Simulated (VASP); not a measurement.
Here is a VASP 6.6.1 calculation.

The input POSCAR:

```
BaSi3
1.0
    4.4879836367      0.0000000000      0.0000000000
    0.0000000000      4.4879836367      0.0000000000
    0.0000000000      0.0000000000      4.4879836367
Ba Si
1 3
Direct
    0.0000000000      0.0000000000      0.0000000000
    0.0000000000      0.5000000000      0.5000000000
    0.5000000000      0.5000000000      0.0000000000
    0.5000000000      0.0000000000      0.5000000000
```

The input INCAR.step1:

```
SYSTEM = BaSi3
ALGO = Normal ; EDIFF = 1E-5
ENCUT = 520 ; GGA = PE
ISIF = 2 ; ISMEAR = 0
LASPH = .TRUE. ; LCHARG = .FALSE.
LREAL = .FALSE. ; LWAVE = .TRUE.
NBANDS = 19 ; NELM = 80
PREC = Accurate ; SIGMA = 0.05
```

File INCAR.step2:

```
SYSTEM = BaSi3
AEXX = 0.35 ; ALGO = Normal
EDIFF = 1E-6 ; ENCUT = 520
GGA = PE ; ISIF = 2
ISMEAR = 0 ; ISTART = 1
LASPH = .TRUE. ; LCHARG = .FALSE.
LHFCALC = .TRUE. ; LREAL = .FALSE.
LWAVE = .FALSE. ; NBANDS = 19
NELM = 80 ; PREC = Accurate
PRECFOCK = Normal ; SIGMA = 0.05
```

The input KPOINTS:

```
k-points
0
G
  4 4 4
  0 0 0
```

Potentials or basis: VASP PAW PBE potentials, release 64 (Ba_sv, Si).

Command:

```bash
$ cat potpaw_PBE.64/Ba_sv/POTCAR potpaw_PBE.64/Si/POTCAR > POTCAR
$ cp INCAR.step1 INCAR
$ mpirun -np 1 vasp_std > vasp.out
$ cp INCAR.step2 INCAR
$ mpirun -np 1 vasp_std > vasp.out
```

Problem. Predict the pressure.

Solution. -2.5 GPa.

Problem. Predict the band gap on the k mesh.

Solution. Zero (bands 11 and 12 overlap by 2.91 eV).

Caveat: the PAW data sets were made with another functional, which shifts forces and pressure a little; spin-orbit coupling is left out, which moves the levels of the heavy elements.
